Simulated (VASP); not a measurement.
Input of a VASP 6.6.1 run:

INCAR

```
SYSTEM = ScTiN2
PREC     = Accurate       ! precision mode
ENCUT    = 600            ! plane-wave cutoff, eV
EDIFF    = 1E-6           ! SCF threshold, eV
ISMEAR   = 0              ! smearing method
SIGMA    = 0.1            ! smearing width, eV
LREAL    = .FALSE.        ! projectors in reciprocal space
LASPH    = .TRUE.         ! aspherical terms in the spheres
NELM     = 150            ! most SCF steps
ALGO     = Normal         ! electronic algorithm
ISIF     = 3              ! what is computed and relaxed
LWAVE    = .FALSE.        ! write WAVECAR
LCHARG   = .FALSE.        ! write CHGCAR
ISPIN    = 2              ! spin polarisation
MAGMOM   = 0 1 0 0        ! initial moments
LORBIT   = 11             ! projections on sites
LMAXMIX  = 4              ! l up to which the mixer works
GGA      = PE             ! functional
IBRION   = 2              ! ionic algorithm
NSW      = 90             ! ionic steps
EDIFFG   = -0.04          ! ionic threshold
```

The input KPOINTS:

```
regular mesh
0
G
  6 6 4
  0 0 0
```

The input POSCAR:

```
ScTiN2
1.0
    3.4609044800      0.0000000000      0.0000000000
    0.0000000000      3.4609044800      0.0000000000
    0.0000000000      0.0000000000      4.7232243000
Sc Ti N
1 1 2
Direct
    0.5000000000      0.5000000000      0.5000000000
    0.0000000000      0.0000000000      0.0000000000
    0.0000000000      0.0000000000      0.5000000000
    0.5000000000      0.5000000000      0.0000000000
```

Potentials or basis: VASP PAW PBE potentials, release 64 (Sc_sv, Ti_sv, N).

Command:

```console
$ cat potpaw_PBE.64/Sc_sv/POTCAR potpaw_PBE.64/Ti_sv/POTCAR potpaw_PBE.64/N/POTCAR > POTCAR
$ mpirun -np 1 vasp_std > vasp.out
```

Problem. What does it give for the net moment?

Solution. 0.00 μB per cell.

Problem. Estimate the relaxed volume.

Solution. 10.47 Å³/atom.

Problem. Predict the relaxed cell.

Solution. a = 3.089 Å, b = 3.089 Å, c = 4.389 Å, α = 90.00°, β = 90.00°, γ = 90.00°.

Problem. Estimate the space group after relaxing (to 0.1 Å).

Solution. P4/mmm (No. 123).

Final structure:
```
Sc Ti N
1.0
     3.08897    0.00000    0.00000
     0.00000    3.08897    0.00000
     0.00000    0.00000    4.38947
Sc Ti N
1 1 2
Direct
  0.50000 0.50000 0.50000
  0.00000 0.00000 0.00000
  0.00000 0.00000 0.50000
  0.50000 0.50000 0.00000
```

Caveat: the volume moved by over 15 % at a fixed basis, so the end points are rough.
